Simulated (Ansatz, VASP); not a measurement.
# Pt: VASP beside Ansatz

INCAR

```
SYSTEM = Pt
  PREC = Accurate
  ENCUT = 520
  EDIFF = 1E-7
  ISMEAR = -1
  SIGMA = 0.05
  LREAL = .False.
  LASPH = .True.
  NELM = 60
  ALGO = Normal
  ISIF = 2
  LWAVE = .False.
  LCHARG = .True.
  GGA = PE
  LELF = .True.
  LVHAR = .True.
  NBANDS = 11
```

Contents of KPOINTS:

```
regular mesh
0
Gamma
  19 19 19
  0 0 0
```

Contents of POSCAR:

```
Pt
1.0
    0.0000000000      1.7464955840      1.7464955840
    1.7464955840      0.0000000000      1.7464955840
    1.7464955840      1.7464955840      0.0000000000
Pt
1
Direct
    0.0000000000      0.0000000000      0.0000000000
```

Input for Ansatz:

```yaml
crystal:
  lattice:
    - [0.0, 1.746495584, 1.746495584]
    - [1.746495584, 0.0, 1.746495584]
    - [1.746495584, 1.746495584, 0.0]
  atoms:
    - { symbol: Pt, position: [0.0, 0.0, 0.0] }
kpoints:
  mp_grid: { grid: [19, 19, 19] }
scf:
  occupations: { method: fermi_dirac, width: 0.05 }
hamiltonian:
  xc: pbe
  pseudopotentials: { kind: paw }
output:
  forces: true
  stress: true
  eigenvalues: true
  write_density: true
  write_potential: true
  elf: true
  volumetric_format: npy
```

Change from the starting cell: volume scaled by 0.681, to set the pressure.

Alike in both runs: task single point; functional PBE; k mesh 19 × 19 × 19; occupations fermi-dirac, width 0.05 eV; no spin polarisation.

|  | VASP | Ansatz |
| --- | --- | --- |
| version | VASP 6.6.1 | Ansatz 0.2.0 |
| potentials or method | VASP PAW PBE potentials, release 64 (Pt) | PAW with Ansatz's default frozen-core files, scalar-relativistic |
| plane-wave cutoff (eV) | 520 | 420 |
| valence electrons in the cell | 10 | 18 |

```tsv
	VASP	Ansatz	Ansatz less VASP
pressure (GPa)	263.0	261.7	-1.30
```

Both programs put the cell under a high pressure, so it lies far from rest at this level. VASP's potentials hold 10 valence electrons a cell and Ansatz's 18, so a difference there can come from the potentials and not from the codes.

Spin-orbit coupling is off throughout. Noted on VASP's run: the cell as given lies far from equilibrium.
